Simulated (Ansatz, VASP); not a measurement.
## One calculation of Sr, two programs

POSCAR

```
Sr
1.0
   -2.6190000000      2.6190000000      2.2310000000
    2.6190000000     -2.6190000000      2.2310000000
    2.6190000000      2.6190000000     -2.2310000000
Sr
1
Direct
    0.0000000000      0.0000000000      0.0000000000
```

The input INCAR.step1:

```
SYSTEM = Sr
ALGO     = Normal         ! electronic algorithm
EDIFF    = 1E-4           ! SCF threshold, eV
ENCUT    = 520            ! plane-wave cutoff, eV
GGA      = PE             ! functional
ISMEAR   = 0              ! smearing method
LASPH    = .True.         ! aspherical terms in the spheres
LCHARG   = .False.        ! write CHGCAR
LREAL    = .False.        ! projectors in reciprocal space
LWAVE    = .True.         ! write WAVECAR
NBANDS   = 11             ! bands
NELM     = 60             ! most SCF steps
PREC     = Accurate       ! precision mode
SIGMA    = 0.15           ! smearing width, eV
```

The input INCAR.step2:

```
SYSTEM = Sr
ALGO     = Normal         ! electronic algorithm
EDIFF    = 1E-7           ! SCF threshold, eV
ENCUT    = 520            ! plane-wave cutoff, eV
ISIF     = 2              ! what is computed and relaxed
ISMEAR   = 0              ! smearing method
ISTART   = 1            
LASPH    = .True.         ! aspherical terms in the spheres
LCHARG   = .False.        ! write CHGCAR
LMIXTAU  = .True.       
LREAL    = .False.        ! projectors in reciprocal space
LWAVE    = .False.        ! write WAVECAR
METAGGA  = R2SCAN         ! meta-GGA
NBANDS   = 11             ! bands
NELM     = 60             ! most SCF steps
PREC     = Accurate       ! precision mode
SIGMA    = 0.15           ! smearing width, eV
```

KPOINTS

```
k-points
0
Gamma
  14 14 14
  0 0 0
```

Input for Ansatz:

```yaml
crystal:
  lattice:
    - [-2.619, 2.619, 2.231]
    - [2.619, -2.619, 2.231]
    - [2.619, 2.619, -2.231]
  atoms:
    - { symbol: Sr, position: [0.0, 0.0, 0.0] }
basis:
  ecutwfc: 500
kpoints:
  mp_grid: { grid: [14, 14, 14] }
hamiltonian:
  xc: r2scan
scf:
  occupations: { method: gaussian, width: 0.15 }
output:
  forces: true
  stress: true
  eigenvalues: true
```

Change from the starting cell: strain +0.080 along x and y, -0.080 along z, atoms carried along.

Alike in both runs: task single point; functional r2SCAN; k mesh 14 × 14 × 14; occupations gaussian, width 0.15 eV; no spin polarisation.

|  | VASP | Ansatz |
| --- | --- | --- |
| version | VASP 6.6.1 | Ansatz 0.2.0 |
| potentials or method | VASP PAW PBE potentials, release 64 (Sr_sv), cutoff 520 eV | scalar-relativistic, plane waves, PAW |
| valence electrons in the cell | 10 | 10 |

```tsv
	VASP	Ansatz	Ansatz less VASP
gap on the k mesh at the Fermi level (eV)	none	none	-
pressure (GPa)	-0.8	-0.8	-0.01
traceless stress, the component that is largest in VASP (GPa)	0.56	0.56	-0.003
```

VASP's potentials were made for PBE, not for r2SCAN. A gap of «none» marks a metal or a gap that the smearing closes.
